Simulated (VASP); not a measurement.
A run of VASP 6.6.1 is set up as follows.

File INCAR:

```
SYSTEM = KI
  ALGO = Normal
  EDIFF = 1E-6
  EDIFFG = -0.005
  ENCUT = 600
  GGA = PS
  IBRION = 2
  ISIF = 3
  ISMEAR = -1
  LASPH = .TRUE.
  LCHARG = .FALSE.
  LREAL = .FALSE.
  LWAVE = .FALSE.
  NELM = 100
  NSW = 80
  PREC = Accurate
  SIGMA = 0.02
```

KPOINTS

```
k-points
0
G
  6 6 6
  0 0 0
```

POSCAR

```
KI
1.0
    4.3417014682      0.0000000000      0.0000000000
    0.0000000000      4.3417014682      0.0000000000
    0.0000000000      0.0000000000      4.3417014682
K I
1 1
Direct
    0.0000000000      0.0000000000      0.0000000000
    0.5000000000      0.5000000000      0.5000000000
```

Potentials or basis: VASP PAW PBE potentials, release 64 (K_sv, I).

Run with:

```console
$ cat potpaw_PBE.64/K_sv/POTCAR potpaw_PBE.64/I/POTCAR > POTCAR
$ mpirun -np 1 vasp_std > vasp.out
```

**Question.** What does it give for the relaxed cell?

**Answer.** a = 4.233 Å, b = 4.233 Å, c = 4.233 Å, α = 90.00°, β = 90.00°, γ = 90.00°.

**Question.** Estimate the band gap on the k mesh.

**Answer.** 3.28 eV (least direct gap 3.67 eV).

**Question.** Estimate the space group after relaxing (to 0.1 Å).

**Answer.** Pm-3m (No. 221).

**Question.** What does it give for the relaxed volume?

**Answer.** 37.93 Å³/atom.

The path:
```csv
step,energy change (eV),largest force (eV/Å),pressure (GPa),volume (Å³)
1,0.0000,0.0000,-0.95,81.84
2,-0.0132,0.0000,-0.54,79.00
3,-0.0188,0.0000,0.05,75.58
4,-0.0188,0.0000,-0.01,75.85
```

Caveat: the PAW data sets were made with another functional, which shifts forces and pressure a little; spin-orbit coupling is left out, which moves the levels of the heavy elements. A k mesh can miss the band edges.
